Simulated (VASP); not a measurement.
Write the native input for VASP 6.6.1 that does the following.

```
Task                   : electric field gradients
Functional             : r2SCAN
Potentials or basis    : VASP PAW PBE potentials, release 64 (Ru_pv)
Cutoff                 : 520 eV
k mesh                 : 14 × 14 × 8
Occupations            : fermi-dirac, width 0.03 eV
Spin                   : no spin polarisation
Dipole correction      : no
Further INCAR settings : ALGO = Normal; EDIFF = 1e-08; NBANDS = 21
```

The system is Ru.

```xyz
2
Lattice="2.7058 0.0000 0.0000 -1.3529 2.3433 0.0000 0.0000 0.0000 4.2819" Properties=species:S:1:pos:R:3 pbc="T T T"
Ru    0.0000    1.5622    1.0705
Ru    1.3529    0.7811    3.2114
```

The input as run:

POSCAR

```
Ru
1.0
    2.7057993342      0.0000000000      0.0000000000
   -1.3528996671      2.3432909610      0.0000000000
    0.0000000000      0.0000000000      4.2819000000
Ru
2
Direct
    0.3333333333      0.6666666667      0.2500000000
    0.6666666667      0.3333333333      0.7500000000
```

INCAR.step1

```
ALGO = Normal ; EDIFF = 1E-4
ENCUT = 520 ; GGA = PE
ISMEAR = -1 ; LASPH = True
LCHARG = False ; LREAL = False
LWAVE = True ; NBANDS = 21
NELM = 100 ; PREC = Accurate
SIGMA = 0.03
```

INCAR.step2

```
ALGO = Normal ; EDIFF = 1E-8
ENCUT = 520 ; ISIF = 2
ISMEAR = -1 ; ISTART = 1
LASPH = True ; LCHARG = False
LEFG = True ; LMIXTAU = True
LREAL = False ; LWAVE = False
METAGGA = R2SCAN ; NBANDS = 21
NELM = 100 ; PREC = Accurate
SIGMA = 0.03
```

KPOINTS

```
k-points
0
Gamma
  14 14 8
```

Potentials or basis: VASP PAW PBE potentials, release 64 (Ru_pv).

Command:

```sh
$ cat potpaw_PBE.64/Ru_pv/POTCAR > POTCAR
$ cp INCAR.step1 INCAR
$ mpirun -np 1 vasp_std > vasp.out
$ cp INCAR.step2 INCAR
$ mpirun -np 1 vasp_std > vasp.out
```

It gave:

| Property | Result |
| --- | --- |
| Pressure | -0.5 GPa |
| Band gap on the k mesh | zero (band 14 reaches 14.42 eV, above the bottom of band 15 at 11.15 eV) |

Caveat: without QUAD_EFG the Cq values of the log hold for a quadrupole moment of 1 mb, not for the nuclei; the PAW data sets were made with another functional, which shifts forces and pressure a little.

Wall time 2.2 min on 1 thread of AMD EPYC 9R45 96-Core Processor (Zen 5), with other jobs on the host, peak memory 0.15 GiB.
